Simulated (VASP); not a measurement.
# YSb3As4 (Pm-3m) in VASP: further runs

Runs on YSb3As4. Level: PBE. Tasks: single point, relaxation of cell and atoms.

Everything below comes from runs of VASP 6.6.1. Logs are shortened: lines on timing, memory, paths and dates and some standing lists are left out, and cuts for length are marked.

## 1. The cell of the first run

It takes space group Pm-3m (No. 221, cubic). Conventional cell: a = 5.942 Å, b = 5.942 Å, c = 5.942 Å, α = 90.00°, β = 90.00°, γ = 90.00°. Y (site symmetry m-3m) has 6 Sb at 2.97 Å within 3.9 Å. Within 3.9 Å of Sb (site symmetry 4/mmm) lie 2 Y at 2.97 Å and 4 As at 2.97 Å. As (site symmetry 4/mmm) has 4 Sb at 2.97 Å and 2 As at 2.97 Å within 3.9 Å. As (site symmetry m-3m) has 6 As at 2.97 Å within 3.9 Å.

The cell was generated, and may not be a known phase.

## 2. Single point, PBE

Input file INCAR:

```
SYSTEM = YSb3As4
PREC     = Accurate       ! precision mode
ENCUT    = 520            ! plane-wave cutoff, eV
EDIFF    = 1E-6           ! SCF threshold, eV
ISMEAR   = 0              ! smearing method
SIGMA    = 0.1            ! smearing width, eV
LREAL    = .FALSE.        ! projectors in reciprocal space
LASPH    = .TRUE.         ! aspherical terms in the spheres
NELM     = 60             ! most SCF steps
ALGO     = Normal         ! electronic algorithm
ISIF     = 2              ! what is computed and relaxed
LWAVE    = .FALSE.        ! write WAVECAR
LCHARG   = .FALSE.        ! write CHGCAR
GGA      = PE             ! functional
NBANDS   = 33             ! bands
```

Input file KPOINTS:

```
Automatic mesh
0
G
  4 4 4
  0 0 0
```

Input file POSCAR:

```
YSb3As4
1.0
    5.9418479986      0.0000000000      0.0000000000
    0.0000000000      5.9418479986      0.0000000000
    0.0000000000      0.0000000000      5.9418479986
Y Sb As
1 3 4
Direct
    0.0000000000      0.0000000000      0.0000000000
    0.5000000000      0.0000000000      0.0000000000
    0.0000000000      0.5000000000      0.0000000000
    0.0000000000      0.0000000000      0.5000000000
    0.0000000000      0.5000000000      0.5000000000
    0.5000000000      0.0000000000      0.5000000000
    0.5000000000      0.5000000000      0.0000000000
    0.5000000000      0.5000000000      0.5000000000
```

Potentials or basis: VASP PAW PBE potentials, release 64 (Y_sv, Sb, As).

Run with:

```sh
$ cat potpaw_PBE.64/Y_sv/POTCAR potpaw_PBE.64/Sb/POTCAR potpaw_PBE.64/As/POTCAR > POTCAR
$ mpirun -np 1 vasp_std > vasp.out
```

OUTCAR:

```text
SYSTEM = YSb3As4
   PREC = Accurate
   ENCUT = 520
   EDIFF = 1E-6
   ISMEAR = 0
   LREAL = .FALSE.
   LASPH = .TRUE.
   NELM = 60
   ISIF = 2
   GGA = PE

 ion  position               nearest neighbor table
   1  0.000  0.000  0.000-   2 2.97   3 2.97   4 2.97   4 2.97   3 2.97   2 2.97
   2  0.500  0.000  0.000-   1 2.97   6 2.97   7 2.97   6 2.97   7 2.97   1 2.97
   3  0.000  0.500  0.000-   1 2.97   5 2.97   7 2.97   5 2.97   1 2.97   7 2.97
   4  0.000  0.000  0.500-   1 2.97   5 2.97   6 2.97   1 2.97   5 2.97   6 2.97
   5  0.000  0.500  0.500-   3 2.97   4 2.97   3 2.97   4 2.97
   6  0.500  0.000  0.500-   2 2.97   4 2.97   2 2.97   4 2.97
   7  0.500  0.500  0.000-   2 2.97   3 2.97   2 2.97   3 2.97
   8  0.500  0.500  0.500-

  LATTYP: Found a simple cubic cell.
 ALAT       =     5.9418479986

  Lattice vectors:

 A1 = (   5.9418479986,   0.0000000000,   0.0000000000)
 A2 = (   0.0000000000,   5.9418479986,   0.0000000000)
 A3 = (   0.0000000000,   0.0000000000,   5.9418479986)

Analysis of symmetry for initial positions (statically):
=====================================================================
 Subroutine PRICEL returns:
 Original cell was already a primitive cell.

 Routine SETGRP: Setting up the symmetry group for a
 simple cubic supercell.

 Subroutine GETGRP returns: Found 48 space group operations
 (whereof 48 operations were pure point group operations)
 out of a pool of 48 trial point group operations.

The static configuration has the point symmetry O_h .

Analysis of symmetry for dynamics (positions and initial velocities):
=====================================================================
 Subroutine PRICEL returns:
 Original cell was already a primitive cell.

 Routine SETGRP: Setting up the symmetry group for a
 simple cubic supercell.

 Subroutine GETGRP returns: Found 48 space group operations
 (whereof 48 operations were pure point group operations)
 out of a pool of 48 trial point group operations.

The dynamic configuration has the point symmetry O_h .

 Subroutine INISYM returns: Found 48 space group operations
 (whereof 48 operations are pure point group operations),
 and found     1 'primitive' translations

----------------------------------------------------------------------------------------

                                     Primitive cell

  volume of cell :     209.7803

  direct lattice vectors                    reciprocal lattice vectors
     5.941847999  0.000000000  0.000000000     0.168297809  0.000000000  0.000000000
     0.000000000  5.941847999  0.000000000     0.000000000  0.168297809  0.000000000
     0.000000000  0.000000000  5.941847999     0.000000000  0.000000000  0.168297809

  length of vectors
     5.941847999  5.941847999  5.941847999     0.168297809  0.168297809  0.168297809

  position of ions in fractional coordinates (direct lattice)
     0.000000000  0.000000000  0.000000000
     0.500000000  0.000000000  0.000000000
     0.000000000  0.500000000  0.000000000
     0.000000000  0.000000000  0.500000000
     0.000000000  0.500000000  0.500000000
     0.500000000  0.000000000  0.500000000
     0.500000000  0.500000000  0.000000000
     0.500000000  0.500000000  0.500000000

  ion indices of the primitive-cell ions
   primitive index   ion index
                 1           1
                 2           2
                 3           3
                 4           4
                 5           5
                 6           6
                 7           7
                 8           8

----------------------------------------------------------------------------------------

 KPOINTS: Automatic mesh

Automatic generation of k-mesh.
 Grid dimensions read from file:
 generate k-points for:    4    4    4

 Generating k-lattice:

  Cartesian coordinates                     Fractional coordinates (reciprocal lattice)
     0.042074452  0.000000000  0.000000000     0.250000000  0.000000000  0.000000000
     0.000000000  0.042074452  0.000000000     0.000000000  0.250000000  0.000000000
     0.000000000  0.000000000  0.042074452     0.000000000  0.000000000  0.250000000

  Length of vectors
     0.042074452  0.042074452  0.042074452

  Shift w.r.t. Gamma in fractional coordinates (k-lattice)
     0.000000000  0.000000000  0.000000000

 Subroutine IBZKPT returns following result:
 ===========================================

 Found     10 irreducible k-points:

 Following reciprocal coordinates:
            Coordinates               Weight
  0.000000  0.000000  0.000000      1.000000
  0.250000  0.000000  0.000000      6.000000
  0.500000  0.000000  0.000000      3.000000
  0.250000  0.250000  0.000000     12.000000
  0.500000  0.250000  0.000000     12.000000
  0.500000  0.500000  0.000000      3.000000
  0.250000  0.250000  0.250000      8.000000
  0.500000  0.250000  0.250000     12.000000
  0.500000  0.500000  0.250000      6.000000
  0.500000  0.500000  0.500000      1.000000
   k-points           NKPTS =     10   k-points in BZ     NKDIM =     10   number of bands    NBANDS=     33
   number of dos      NEDOS =    301   number of ions     NIONS =      8
   total plane-waves  NPLWV = 110592
   dimension x,y,z NGX =    48 NGY =   48 NGZ =   48
   dimension x,y,z NGXF=    96 NGYF=   96 NGZF=   96
   ions per type =               1   3   4
   NGX,Y,Z   is equivalent  to a cutoff of  13.43, 13.43, 13.43 a.u.
   NGXF,Y,Z  is equivalent  to a cutoff of  26.86, 26.86, 26.86 a.u.
 SYSTEM =  YSb3As4
   PREC   = accura    normal or accurate (medium, high low for compatibility)
   ISTART =      0    job   : 0-new  1-cont  2-samecut
   ICHARG =      2    charge: 1-file 2-atom 10-const
   ISPIN  =      1    spin polarized calculation?
   LNONCOLLINEAR =      F non collinear calculations
   LSORBIT =      F    spin-orbit coupling
   LASPH  =      T    aspherical Exc in radial PAW
   ENCUT  =  520.0 eV  38.22 Ry    6.18 a.u.  11.05 11.05 11.05*2*pi/ulx,y,z
   NELM   =     60;   NELMIN=  2; NELMDL= -5     # of ELM steps
   EDIFF  = 0.1E-05   stopping-criterion for ELM
   LREAL  =      F    real-space projection
   EDIFFG = 0.1E-04   stopping-criterion for IOM
   NSW    =      0    number of steps for IOM
   IBRION =     -1    ionic relax: 0-MD 1-quasi-New 2-CG
   NFREE  =      0    steps in history (QN), initial steepest desc. (CG)
   ISIF   =      2    stress and relaxation
   ISYM   =      2    0-nonsym 1-usesym 2-fastsym
   POTIM  = 0.5000    time-step for ionic-motion
   TEBEG  =    0.0;   TEEND  =   0.0 temperature during run
   PSTRESS=    0.0 pullay stress
   NELECT =      46.0000    total number of electrons
   NUPDOWN=      -1.0000    fix difference up-down
   EMIN   =  10.00;   EMAX   =-10.00  energy-range for DOS
   EFERMI =   0.00;   METHOD = LEGACY
   ISMEAR =     0;   SIGMA  =   0.10  broadening in eV -4-tet -1-fermi 0-gaus
   EFERMI_NEDOS =   21; number of points for ismear=-14 and -15
   IALGO  =     38    algorithm
   IMIX   =      4    mixing-type and parameters
     AMIX     =   0.40;   BMIX     =  1.00
     AMIX_MAG =   1.60;   BMIX_MAG =  1.00
  volume/ion in A,a.u.               =      26.22       176.96
  Fermi-wavevector in a.u.,A,eV,Ry     =   0.987202  1.865541 13.259792  0.974567
  Thomas-Fermi vector in A             =   2.118638
   LORBIT       =      0    0 simple, 1 ext, 2 COOP (PROOUT), +10 PAW based schemes
   GGA     = PE    functional components
   LHFCALC =     F    Hartree Fock is set to
   AEXX    =    0.0000 exact exchange contribution
   IVDW    =     0    specifies the selected vdW correction
   LEPSILON=     F    determine dielectric tensor
   LRPA    =     F    only Hartree local field effects (RPA)
 non-spin polarized calculation
 Gauss-broadening in eV      SIGMA  =   0.10
  energy-cutoff  :      520.00
  volume of cell :      209.78
 maximum number of plane-waves:      5695
 NGX is ok and might be reduce to    48
   NGX = 23   NGY = 23   NGZ = 23

 number of electron      45.9999995 magnetization

 Free energy of the ion-electron system (eV)
  ---------------------------------------------------
  ext. energy  EPLUGINS =         0.00000000
  ---------------------------------------------------
  free energy    TOTEN  =       -37.42756390 eV

  energy without entropy =      -37.39061272  energy(sigma->0) =      -37.40908831

 E-fermi :   5.2498     XC(G=0):  -9.7219

 val. band max:        5.2468159574   @ k =   0.5000   0.0000   0.0000
 cond. band min:       5.2790084457   @ k =   0.5000   0.2500   0.2500
 fundamental gap:      0.0321924883
 Fermi energy:         5.2497569548

 k-point     1 :       0.0000    0.0000    0.0000
  band No.  band energies     occupation
      1     -37.1758      2.00000
      2     -17.2535      2.00000
      3     -17.2535      2.00000
      4     -17.2535      2.00000
      5      -7.4337      2.00000
      6      -5.4417      2.00000
[... 25 lines left out ...]
     32       9.6832      0.00000
     33       9.7842      0.00000

 k-point     2 :       0.2500    0.0000    0.0000
  band No.  band energies     occupation
      1     -37.1759      2.00000
      2     -17.2543      2.00000
      3     -17.2532      2.00000
      4     -17.2532      2.00000
      5      -7.2290      2.00000
      6      -5.7415      2.00000
[... 25 lines left out ...]
     32       9.0257      0.00000
     33       9.4179      0.00000

 k-point     3 :       0.5000    0.0000    0.0000
  band No.  band energies     occupation
      1     -37.1760      2.00000
      2     -17.2550      2.00000
      3     -17.2530      2.00000
      4     -17.2530      2.00000
      5      -6.8490      2.00000
      6      -6.2640      2.00000
[... 25 lines left out ...]
     32       9.2429      0.00000
     33       9.2451      0.00000

 k-point     4 :       0.2500    0.2500    0.0000
  band No.  band energies     occupation
      1     -37.1760      2.00000
      2     -17.2540      2.00000
      3     -17.2539      2.00000
      4     -17.2530      2.00000
      5      -7.0258      2.00000
      6      -5.6807      2.00000
[... 25 lines left out ...]
     32       9.0553      0.00000
     33       9.2228      0.00000

 k-point     5 :       0.5000    0.2500    0.0000
  band No.  band energies     occupation
      1     -37.1761      2.00000
      2     -17.2547      2.00000
      3     -17.2537      2.00000
      4     -17.2527      2.00000
      5      -6.6429      2.00000
      6      -6.1015      2.00000
[... 25 lines left out ...]
     32       9.2671      0.00000
     33       9.3432      0.00000

 k-point     6 :       0.5000    0.5000    0.0000
  band No.  band energies     occupation
      1     -37.1762      2.00000
      2     -17.2544      2.00000
      3     -17.2544      2.00000
      4     -17.2524      2.00000
      5      -6.1878      2.00000
      6      -5.8831      2.00000
[... 25 lines left out ...]
     32       9.1356      0.00000
     33       9.4809      0.00000

 k-point     7 :       0.2500    0.2500    0.2500
  band No.  band energies     occupation
      1     -37.1761      2.00000
      2     -17.2537      2.00000
      3     -17.2536      2.00000
      4     -17.2536      2.00000
      5      -6.8241      2.00000
      6      -5.5213      2.00000
[... 25 lines left out ...]
     32       8.7247      0.00000
     33       9.0217      0.00000

 k-point     8 :       0.5000    0.2500    0.2500
  band No.  band energies     occupation
      1     -37.1762      2.00000
      2     -17.2544      2.00000
      3     -17.2534      2.00000
      4     -17.2533      2.00000
      5      -6.4387      2.00000
      6      -5.9436      2.00000
[... 25 lines left out ...]
     32       8.2241      0.00000
     33       8.5838      0.00000

 k-point     9 :       0.5000    0.5000    0.2500
  band No.  band energies     occupation
      1     -37.1763      2.00000
      2     -17.2540      2.00000
      3     -17.2540      2.00000
      4     -17.2531      2.00000
      5      -5.9822      2.00000
      6      -5.7307      2.00000
[... 25 lines left out ...]
     32       7.6436      0.00000
     33       9.2728      0.00000

 k-point    10 :       0.5000    0.5000    0.5000
  band No.  band energies     occupation
      1     -37.1764      2.00000
      2     -17.2537      2.00000
      3     -17.2537      2.00000
      4     -17.2537      2.00000
      5      -5.5209      2.00000
      6      -5.5209      2.00000
[... 25 lines left out ...]
     32       5.5763      0.00000
     33       9.6530      0.00000

------------------------ aborting loop because EDIFF is reached ----------------------------------------

  FORCE on cell =-STRESS in cart. coord.  units (eV):
  Direction    XX          YY          ZZ          XY          YZ          ZX
  --------------------------------------------------------------------------------------
  -------------------------------------------------------------------------------------
  Total       -0.0654516     -0.0654516     -0.0654516      0.0000000      0.0000000     -0.0000000
  in kB       -0.4998805     -0.4998805     -0.4998805      0.0000000      0.0000000     -0.0000000
  external PRESSURE =      -0.4998805 kB  Pullay stress =       0.0000000 kB

 VOLUME and BASIS-vectors are now :
 -----------------------------------------------------------------------------
  energy-cutoff  :      520.00
  volume of cell :      209.78
      direct lattice vectors                 reciprocal lattice vectors
     5.941847999  0.000000000  0.000000000     0.168297809  0.000000000  0.000000000
     0.000000000  5.941847999  0.000000000     0.000000000  0.168297809  0.000000000
     0.000000000  0.000000000  5.941847999     0.000000000  0.000000000  0.168297809

 POSITION                                       TOTAL-FORCE (eV/Angst)
 -----------------------------------------------------------------------------------
      0.00000      0.00000      0.00000         0.000000      0.000000      0.000000
      2.97092      0.00000      0.00000         0.000000      0.000000      0.000000
      0.00000      2.97092      0.00000         0.000000      0.000000      0.000000
      0.00000      0.00000      2.97092         0.000000      0.000000      0.000000
      0.00000      2.97092      2.97092         0.000000      0.000000      0.000000
      2.97092      0.00000      2.97092         0.000000      0.000000      0.000000
      2.97092      2.97092      0.00000         0.000000      0.000000      0.000000
      2.97092      2.97092      2.97092         0.000000      0.000000      0.000000
 -----------------------------------------------------------------------------------
    total drift:                                0.000000      0.000000      0.000000

  FREE ENERGIE OF THE ION-ELECTRON SYSTEM (eV)
  ---------------------------------------------------
  free  energy   TOTEN  =       -37.4275638998 eV

  energy  without entropy=      -37.3906127215  energy(sigma->0) =      -37.40908831
```

Run time: 2.4 min. Hardware: 1 thread of Intel Xeon 8259CL, shared host; peak memory 0.37 GiB.

Results:

* Free energy: -37.4276 eV
* Pressure: 0.0 GPa
* Band gap on the k mesh: zero (bands 23 and 24 overlap by 0.52 eV)

Caveat: spin-orbit coupling is left out, which moves the levels of the heavy elements.

## 3. Relaxation of cell and atoms, PBE

This run uses another cell than the first one, of 29.55 Å³/atom.

Input file INCAR:

```
SYSTEM = YSb3As4
ALGO     = Normal         ! electronic algorithm
EDIFF    = 1E-6           ! SCF threshold, eV
EDIFFG   = -0.04          ! ionic threshold
ENCUT    = 600            ! plane-wave cutoff, eV
GGA      = PE             ! functional
IBRION   = 2              ! ionic algorithm
ISIF     = 3              ! what is computed and relaxed
ISMEAR   = 0              ! smearing method
LASPH    = .TRUE.         ! aspherical terms in the spheres
LCHARG   = .FALSE.        ! write CHGCAR
LREAL    = .FALSE.        ! projectors in reciprocal space
LWAVE    = .FALSE.        ! write WAVECAR
NELM     = 100            ! most SCF steps
NSW      = 90             ! ionic steps
PREC     = Accurate       ! precision mode
SIGMA    = 0.1            ! smearing width, eV
```

Input file KPOINTS:

```
k-points
0
G
  4 4 4
  0 0 0
```

Edit POSCAR of step 2 so:

```diff
@@ -2,5 +2,5 @@
 1.0
-    5.9418479986      0.0000000000      0.0000000000
-    0.0000000000      5.9418479986      0.0000000000
-    0.0000000000      0.0000000000      5.9418479986
+    6.1829764300      0.0000000000      0.0000000000
+    0.0000000000      6.1829764300      0.0000000000
+    0.0000000000      0.0000000000      6.1829764300
 Y Sb As
```

Potentials or basis: VASP PAW PBE potentials, release 64 (Y_sv, Sb, As).

Run with:

```sh
$ cat potpaw_PBE.64/Y_sv/POTCAR potpaw_PBE.64/Sb/POTCAR potpaw_PBE.64/As/POTCAR > POTCAR
$ mpirun -np 1 vasp_std > vasp.out
```

Run time: 8.1 min. Hardware: 1 thread of Intel Xeon 8259CL, shared host; peak memory 0.44 GiB.

Results (log left out):

```
Free energy                           : -37.4285 eV
Relaxed volume                        : 26.20 Å³/atom
Relaxed cell                          : a = 5.940 Å, b = 5.940 Å, c = 5.940 Å, α = 90.00°, β = 90.00°, γ = 90.00°
Space group after relaxing (to 0.1 Å) : Pm-3m (No. 221)
Energy gained by relaxing             : 66.2 meV/atom
Ionic steps                           : 3
Pressure after relaxing               : 0.0 GPa
Band gap on the k mesh                : zero (bands 23 and 24 overlap by 0.52 eV)
```

The path:
```tsv
step	energy change (eV)	largest force (eV/Å)	pressure (GPa)	volume (Å³)
1	0.0000	0.0000	-5.68	236.37
2	-0.4772	0.0000	2.37	202.31
3	-0.5293	0.0000	0.02	209.56
```

Final structure:
```yaml
crystal:
  lattice:
    - [5.93978, 0.00000, 0.00000]
    - [0.00000, 5.93978, 0.00000]
    - [0.00000, 0.00000, 5.93978]
  atoms:
    - { symbol: Y, position: [0.00000, 0.00000, 0.00000] }
    - { symbol: Sb, position: [0.50000, 0.00000, 0.00000] }
    - { symbol: Sb, position: [0.00000, 0.50000, 0.00000] }
    - { symbol: Sb, position: [0.00000, 0.00000, 0.50000] }
    - { symbol: As, position: [0.00000, 0.50000, 0.50000] }
    - { symbol: As, position: [0.50000, 0.00000, 0.50000] }
    - { symbol: As, position: [0.50000, 0.50000, 0.00000] }
    - { symbol: As, position: [0.50000, 0.50000, 0.50000] }
```

Levels at points of the mesh, in eV from the Fermi level:
```tsv
k point	band 20	band 21	band 22	band 23	band 24	band 25	band 26	band 27
(0.00, 0.00, 0.00)	-2.44	0.15	0.15	0.15	1.01	1.01	1.01	3.31
(0.50, 0.00, 0.00)	-0.94	-0.54	-0.54	0.00	0.61	1.17	1.24	1.39
(0.50, 0.50, 0.00)	-1.06	-1.06	-0.15	0.04	0.04	0.27	0.66	0.82
(0.50, 0.50, 0.50)	-0.71	-0.52	-0.52	-0.41	-0.37	-0.37	-0.37	0.13
```

Caveat: the highest band is partly filled, so the run has too few bands; spin-orbit coupling is left out, which moves the levels of the heavy elements.

The gap in the log of VASP goes by the Fermi energy; the results here count the filled bands.